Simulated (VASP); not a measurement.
Crystal: K.

```
K
1.0
     0.00000    4.31631    4.31631
     4.31631    0.00000    4.31631
     4.31631    4.31631    0.00000
K
2
Direct
  0.87500 0.87500 0.87500
  0.12500 0.12500 0.12500
```

This isn't the form of K at room conditions, which is bcc.

```yaml
Program: VASP 6.6.1
Task: relaxation of cell and atoms
Functional: LDA
Potentials_or_basis: VASP PAW LDA potentials, release 64 (K_sv)
Cutoff: 500 eV
k_mesh: 9 × 9 × 9
Occupations: fermi-dirac, width 0.08 eV
Spin: no spin polarisation
```

At the start: pressure 0.3 GPa; volume 80.42 Å³/atom.

Problem. How do energy, volume and symmetry change on relaxing?

Solution. Over 5 steps the energy falls by 14.7 meV/atom and the volume is 96.00 Å³/atom (+19.4 %); space group Fd-3m (No. 227, to 0.1 Å) before and after.

Step by step:
```tsv
step	energy change (eV)	largest force (eV/Å)	pressure (GPa)	volume (Å³)
1	0.0000	0.0000	0.35	160.83
2	-0.0081	0.0000	0.29	164.95
3	-0.0242	0.0000	0.13	177.73
4	-0.0249	0.0000	-0.10	205.23
5	-0.0293	0.0000	-0.01	192.01
```

Final structure:
```xyz
2
Lattice="0.0000 4.5789 4.5789 4.5789 0.0000 4.5789 4.5789 4.5789 0.0000" Properties=species:S:1:pos:R:3 pbc="T T T"
K     8.0131    8.0131    8.0131
K     1.1447    1.1447    1.1447
```

Caveat: the volume moved by over 15 % at a fixed basis, so the end points are rough.
